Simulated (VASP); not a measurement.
Mo, 1 atom in the cell. It takes space group Im-3m (No. 229, cubic). The conventional cell has a = 3.002 Å, b = 3.002 Å, c = 3.002 Å, α = 90.00°, β = 90.00°, γ = 90.00°. Within 3.4 Å of Mo (site symmetry m-3m) lie 14 Mo at 2.60 to 3.00 Å. 

| Property | Result |
| --- | --- |
| Program | VASP 6.6.1 |
| Task | single point |
| Functional | PBEsol |
| Potentials or basis | VASP PAW PBE potentials, release 64 (Mo_sv) |
| Cutoff | 520 eV |
| k mesh | 20 × 20 × 20 |
| Occupations | fermi-dirac, width 0.1 eV |
| Spin | no spin polarisation |
| Dipole correction | no |
| Further INCAR settings | ALGO = Normal; EDIFF = 1e-06; NBANDS = 13 |

Potentials or basis: VASP PAW PBE potentials, release 64 (Mo_sv).

Launch:

```bash
$ cat potpaw_PBE.64/Mo_sv/POTCAR > POTCAR
$ mpirun -np 1 vasp_std > vasp.out
```

Hardware: 1 thread of Intel(R) Xeon(R) Platinum 8488C (Sapphire Rapids), on a shared host.

Q: How long does it take, and how much memory?

A: It took 20 s on 1 thread of Intel(R) Xeon(R) Platinum 8488C (Sapphire Rapids) (shared host), peak memory 0.16 GiB. Counts: scf iterations 11, k points 256.
